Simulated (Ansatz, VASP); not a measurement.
**Two plane-wave programs on Ru**

```xyz
2
Lattice="2.7589 0.0000 0.0000 -1.3794 2.3893 0.0000 0.0000 0.0000 4.3659" Properties=species:S:1:pos:R:3 pbc="T T T"
Ru    0.0000    1.5928    1.0915
Ru    1.3794    0.7964    3.2744
```

Alike in both runs: task single point; functional PBE; k mesh 15 × 15 × 8; occupations gaussian, width 0.05 eV; no spin polarisation.

|  | VASP | Ansatz |
| --- | --- | --- |
| version | VASP 6.6.1 | Ansatz 0.2.0 |
| potentials or method | VASP PAW PBE potentials, release 64 (Ru_pv), cutoff 520 eV | scalar-relativistic, plane waves, PAW |
| valence electrons in the cell | 28 | 32 |

```tsv
	VASP	Ansatz	Ansatz less VASP
gap on the k mesh at the Fermi level (eV)	none	none	-
pressure (GPa)	-12.6	-12.5	+0.11
traceless stress, the component that is largest in VASP (GPa)	-0.98	-0.98	-0.006
```

A gap of «none» marks a metal or a gap that the smearing closes. VASP's potentials hold 28 valence electrons a cell and Ansatz's 32, so a difference there can come from the potentials and not from the codes.
